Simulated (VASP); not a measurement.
# V (Pm-3m) in VASP: a series of runs, part 2 of 2

VASP 6.6.1. The steps go on from the part before.

### Step 4. Single point, PBE (volume scaled by 0.52)

Input file INCAR:

```
SYSTEM = V
  ALGO = Normal
  EDIFF = 1E-7
  ENCUT = 520
  GGA = PE
  ISIF = 2
  ISMEAR = -1
  LASPH = .True.
  LCHARG = .False.
  LREAL = .False.
  LWAVE = .False.
  NBANDS = 12
  NELM = 80
  PREC = Accurate
  SIGMA = 0.08
```

Input file KPOINTS:

```
k-points
0
Gamma
  15 15 15
  0 0 0
```

Input file POSCAR:

```
V
1.0
    1.9714312586      0.0000000000      0.0000000000
    0.0000000000      1.9714312586      0.0000000000
    0.0000000000      0.0000000000      1.9714312586
V
1
Direct
    0.0000000000      0.0000000000      0.0000000000
```

Potentials or basis: VASP PAW PBE potentials, release 64 (V_sv).

Launch:

```console
$ cat potpaw_PBE.64/V_sv/POTCAR > POTCAR
$ mpirun -np 1 vasp_std > vasp.out
```

OUTCAR:

```text
SYSTEM = V
   EDIFF = 1E-7
   ENCUT = 520
   GGA = PE
   ISIF = 2
   ISMEAR = -1
   LASPH = .True.
   LREAL = .False.
   NELM = 80
   PREC = Accurate

 ion  position               nearest neighbor table
   1  0.000  0.000  0.000-

  LATTYP: Found a simple cubic cell.
 ALAT       =     1.9714312586

  Lattice vectors:

 A1 = (   1.9714312586,   0.0000000000,   0.0000000000)
 A2 = (   0.0000000000,   1.9714312586,   0.0000000000)
 A3 = (   0.0000000000,   0.0000000000,   1.9714312586)

Analysis of symmetry for initial positions (statically):
=====================================================================
 Subroutine PRICEL returns:
 Original cell was already a primitive cell.

 Routine SETGRP: Setting up the symmetry group for a
 simple cubic supercell.

 Subroutine GETGRP returns: Found 48 space group operations
 (whereof 48 operations were pure point group operations)
 out of a pool of 48 trial point group operations.

The static configuration has the point symmetry O_h .

Analysis of symmetry for dynamics (positions and initial velocities):
=====================================================================
 Subroutine PRICEL returns:
 Original cell was already a primitive cell.

 Routine SETGRP: Setting up the symmetry group for a
 simple cubic supercell.

 Subroutine GETGRP returns: Found 48 space group operations
 (whereof 48 operations were pure point group operations)
 out of a pool of 48 trial point group operations.

The dynamic configuration has the point symmetry O_h .

 Subroutine INISYM returns: Found 48 space group operations
 (whereof 48 operations are pure point group operations),
 and found     1 'primitive' translations

----------------------------------------------------------------------------------------

                                     Primitive cell
[... 107 lines left out ...]
   IMIX   =      4    mixing-type and parameters
     AMIX     =   0.40;   BMIX     =  1.00
     AMIX_MAG =   1.60;   BMIX_MAG =  1.00
  volume/ion in A,a.u.               =       7.66        51.71
  Fermi-wavevector in a.u.,A,eV,Ry     =   1.952575  3.689831 51.872861  3.812548
  Thomas-Fermi vector in A             =   2.979598
   LORBIT       =      0    0 simple, 1 ext, 2 COOP (PROOUT), +10 PAW based schemes
   GGA     = PE    functional components
   LHFCALC =     F    Hartree Fock is set to
   AEXX    =    0.0000 exact exchange contribution
   IVDW    =     0    specifies the selected vdW correction
   LEPSILON=     F    determine dielectric tensor
   LRPA    =     F    only Hartree local field effects (RPA)
 non-spin polarized calculation
  energy-cutoff  :      520.00
  volume of cell :        7.66
 maximum number of plane-waves:       213
 NGX is ok and might be reduce to    16
   NGX =  7   NGY =  7   NGZ =  7

 number of electron      13.0000010 magnetization

 Free energy of the ion-electron system (eV)
  ---------------------------------------------------
  ext. energy  EPLUGINS =         0.00000000
  ---------------------------------------------------
  free energy    TOTEN  =        -4.03192720 eV

  energy without entropy =       -4.01797750  energy(sigma->0) =       -4.02495235

 E-fermi :  19.1709     XC(G=0): -16.1763

 val. band max:       19.0980137398   @ k =   0.4667   0.1333   0.1333
 cond. band min:      19.1948088661   @ k =   0.2667   0.2000   0.2000
 fundamental gap:      0.0967951263
 Fermi energy:        19.1709000154

 k-point     1 :       0.0000    0.0000    0.0000
  band No.  band energies     occupation
      1     -46.3239      2.00000
      2     -16.4518      2.00000
      3     -16.4518      2.00000
      4     -16.4518      2.00000
      5      12.3222      2.00000
      6      13.6367      2.00000
      7      13.6367      2.00000
      8      26.0292      0.00000
      9      26.0292      0.00000
     10      26.0292      0.00000
     11      47.1170      0.00000
     12      47.1170      0.00000
[... 331 lines left out ...]
 k-point    24 :       0.3333    0.2000    0.0000
  band No.  band energies     occupation
      1     -44.9216      2.00000
      2     -20.4553      2.00000
      3     -17.9774      2.00000
      4     -15.8438      2.00000
      5      15.2267      2.00000
      6      16.1096      2.00000
      7      19.6332      0.00617
      8      22.4734      0.00000
      9      24.1215      0.00000
     10      24.6801      0.00000
     11      37.2844      0.00000
     12      44.1013      0.00000

 [... further k-points ...]
[... 5 lines left out ...]
  --------------------------------------------------------------------------------------
  -------------------------------------------------------------------------------------
  Total       15.7374221     15.7374221     15.7374221      0.0000000      0.0000000      0.0000000
  in kB     3290.7831223   3290.7831223   3290.7831223      0.0000000      0.0000000      0.0000000
  external PRESSURE =    3290.7831223 kB  Pullay stress =       0.0000000 kB

 VOLUME and BASIS-vectors are now :
 -----------------------------------------------------------------------------
  energy-cutoff  :      520.00
  volume of cell :        7.66
      direct lattice vectors                 reciprocal lattice vectors
     1.971431259  0.000000000  0.000000000     0.507245685  0.000000000  0.000000000
     0.000000000  1.971431259  0.000000000     0.000000000  0.507245685  0.000000000
     0.000000000  0.000000000  1.971431259     0.000000000  0.000000000  0.507245685

 POSITION                                       TOTAL-FORCE (eV/Angst)
 -----------------------------------------------------------------------------------
      0.00000      0.00000      0.00000         0.000000      0.000000      0.000000
 -----------------------------------------------------------------------------------
    total drift:                               -0.000000      0.000000      0.000000

  FREE ENERGIE OF THE ION-ELECTRON SYSTEM (eV)
  ---------------------------------------------------
  free  energy   TOTEN  =        -4.0319271994 eV

  energy  without entropy=       -4.0179774976  energy(sigma->0) =       -4.02495235
```

OSZICAR:

```text
N       E                     dE             d eps       ncg     rms          rms(c)
DAV:   1     0.851186096542E+02    0.85119E+02   -0.70200E+03  2932   0.130E+03
DAV:   2    -0.321425453550E+01   -0.88333E+02   -0.84316E+02  3000   0.332E+02
DAV:   3    -0.418001081628E+01   -0.96576E+00   -0.96423E+00  3044   0.400E+01
DAV:   4    -0.418314502005E+01   -0.31342E-02   -0.31342E-02  3140   0.240E+00
DAV:   5    -0.418316797776E+01   -0.22958E-04   -0.22960E-04  3044   0.194E-01    0.464E+01
DAV:   6    -0.404205233988E+01    0.14112E+00   -0.19333E-01  2988   0.780E+00    0.239E+01
DAV:   7    -0.403299049643E+01    0.90618E-02   -0.38859E-02  3136   0.314E+00    0.312E+00
DAV:   8    -0.403198226677E+01    0.10082E-02   -0.10654E-02  2900   0.180E+00    0.589E-02
DAV:   9    -0.403194519564E+01    0.37071E-04   -0.77888E-05  3104   0.144E-01    0.346E-02
DAV:  10    -0.403192641722E+01    0.18778E-04   -0.61715E-06  2944   0.343E-02    0.284E-03
DAV:  11    -0.403192744485E+01   -0.10276E-05   -0.10398E-07  2200   0.496E-03    0.743E-04
DAV:  12    -0.403192717088E+01    0.27397E-06   -0.18876E-08  1512   0.222E-03    0.257E-04
DAV:  13    -0.403192719940E+01   -0.28517E-07   -0.19805E-09  1500   0.773E-04
   1 F= -.40319272E+01 E0= -.40249523E+01  d E =-.139497E-01
```

stdout:

```text
POSCAR found type information on POSCAR V
 POSCAR found :  1 types and       1 ions
 scaLAPACK will be used
 LDA part: xc-table for (Slater+PW92), standard interpolation
 POSCAR, INCAR and KPOINTS ok, starting setup
 FFT: planning ... GRIDC
 FFT: planning ... GRID_SOFT
 FFT: planning ... GRID
 WAVECAR not read
 entering main loop
```

Wall time 4.4 s (1 thread of Intel Xeon 6975P-C, shared host); peak memory 0.12 GiB.

Results:

```yaml
Free_energy: -4.0319 eV
Pressure: 329.1 GPa
```

Levels at points of the mesh, in eV from the Fermi level:
| k point | band 4 | band 5 | band 6 | band 7 | band 8 | band 9 | band 10 | band 11 |
| --- | --- | --- | --- | --- | --- | --- | --- | --- |
| (0.00, 0.00, 0.00) | -35.62 | -6.85 | -5.53 | -5.53 | 6.86 | 6.86 | 6.86 | 27.95 |

### Step 5. Single point, PBE (volume scaled by 0.52)

Input file INCAR:

```
PREC = Accurate
ENCUT = 520
EDIFF = 1E-7
ISMEAR = -1
SIGMA = 0.08
LREAL = False
LASPH = True
NELM = 60
ALGO = Normal
ISIF = 2
LWAVE = False
LCHARG = False
GGA = PE
NBANDS = 12
```

Input file KPOINTS:

```
regular mesh
0
Gamma
  15 15 15
```

POSCAR is that of step 4.

Launch:

```console
$ cat potpaw_PBE.64/V_sv/POTCAR > POTCAR
$ mpirun -np 1 vasp_std > vasp.out
```

It took 4.8 s on 1 thread of Intel Xeon 6975P-C, shared host; peak memory 0.12 GiB.

It converged, with:

| Quantity | Value |
| --- | --- |
| Free energy | -4.0319 eV |
| Pressure | 329.1 GPa |

Levels at points of the mesh, in eV from the Fermi level:
```
           k point  band 4  band 5  band 6  band 7  band 8  band 9  band 10  band 11
(0.00, 0.00, 0.00)  -35.62   -6.85   -5.53   -5.53    6.86    6.86     6.86    27.95
```

### Step 6. Single point, PBE (volume scaled by 0.6)

Input file INCAR:

```
PREC     = Accurate       # precision mode
ENCUT    = 520            # plane-wave cutoff, eV
EDIFF    = 1E-6           # SCF threshold, eV
ISMEAR   = -1             # smearing method
SIGMA    = 0.08           # smearing width, eV
LREAL    = F              # projectors in reciprocal space
LASPH    = T              # aspherical terms in the spheres
NELM     = 60             # most SCF steps
ALGO     = Normal         # electronic algorithm
ISIF     = 2              # what is computed and relaxed
LWAVE    = F              # write WAVECAR
LCHARG   = T              # write CHGCAR
GGA      = PE             # functional
LELF     = T              # ELF
LVHAR    = T            
NBANDS   = 12             # bands
```

Input file KPOINTS:

```
Automatic mesh
0
Gamma
  15 15 15
```

Input file POSCAR:

```
V
1.0
    2.0677479897      0.0000000000      0.0000000000
    0.0000000000      2.0677479897      0.0000000000
    0.0000000000      0.0000000000      2.0677479897
V
1
Direct
    0.0000000000      0.0000000000      0.0000000000
```

Potentials or basis: VASP PAW PBE potentials, release 64 (V_sv).

Launch:

```console
$ cat potpaw_PBE.64/V_sv/POTCAR > POTCAR
$ mpirun -np 1 vasp_std > vasp.out
```

Run time: 5.1 s. Hardware: 1 thread of Intel Xeon 6975P-C, shared host; peak memory 0.12 GiB.

Results (log left out):

```yaml
Free_energy: -5.8878 eV
Pressure: 189.1 GPa
```

Levels at points of the mesh, in eV from the Fermi level:
```tsv
k point	band 4	band 5	band 6	band 7	band 8	band 9	band 10	band 11
(0.00, 0.00, 0.00)	-36.01	-7.10	-4.54	-4.54	5.96	5.96	5.96	25.41
```

### Step 7. The runs side by side

```csv
cell,gap on the mesh (eV),pressure (GPa)
"a = 1.879 Å, 1 atom",none,553.5
"a = 1.971 Å, 1 atom",none,329.1
"a = 2.068 Å, 1 atom",none,189.1
```

Alike in all rows: task single point; level PBE; potentials or basis VASP PAW PBE potentials, release 64 (V_sv); no spin polarisation; k mesh 15 × 15 × 15; cutoff (eV) 520; smearing fermi-dirac 0.08 eV.

Absolute energies hang on the potentials; compare differences alone.
